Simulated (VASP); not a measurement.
Input of a VASP 6.6.1 run:

The input INCAR:

```
PREC     = Accurate       # precision mode
ENCUT    = 600            # plane-wave cutoff, eV
EDIFF    = 1E-6           # SCF threshold, eV
ISMEAR   = 0              # smearing method
SIGMA    = 0.01           # smearing width, eV
LREAL    = False          # projectors in reciprocal space
LASPH    = True           # aspherical terms in the spheres
NELM     = 120            # most SCF steps
ALGO     = Normal         # electronic algorithm
ISIF     = 2              # what is computed and relaxed
LWAVE    = False          # write WAVECAR
LCHARG   = False          # write CHGCAR
GGA      = PS             # functional
NBANDS   = 35             # bands
GGA_COMPAT= False
```

KPOINTS

```
Automatic mesh
0
Gamma
  6 6 6
```

File POSCAR:

```
SnO2
1.0
   -2.0000686100      2.0000686100      5.1236788550
    2.0000686100     -2.0000686100      5.1236788550
    2.0000686100      2.0000686100     -5.1236788550
Sn O
2 4
Direct
    0.7500000000      0.2500000000      0.5000000000
    0.0000000000      1.0000000000      0.0000000000
    0.7965225900      0.7965225900      0.0000000000
    0.2034774100      0.2034774100      0.0000000000
   -0.0465225900      0.4534774100      0.5000000000
    0.5465225900      1.0465225900      0.5000000000
```

Potentials or basis: VASP PAW PBE potentials, release 64 (Sn_d, O).

Command:

```bash
$ cat potpaw_PBE.64/Sn_d/POTCAR potpaw_PBE.64/O/POTCAR > POTCAR
$ mpirun -np 1 vasp_std > vasp.out
```

(1) Predict the largest force.

(2) What does it give for the pressure?

(3) Estimate the band gap on the k mesh.

## Answers

(1) 0.057 eV/Å.

(2) 1.1 GPa.

(3) 1.57 eV (least direct gap 1.94 eV).

Caveat: the PAW data sets were made with another functional, which shifts forces and pressure a little; spin-orbit coupling is left out, which moves the levels of the heavy elements.
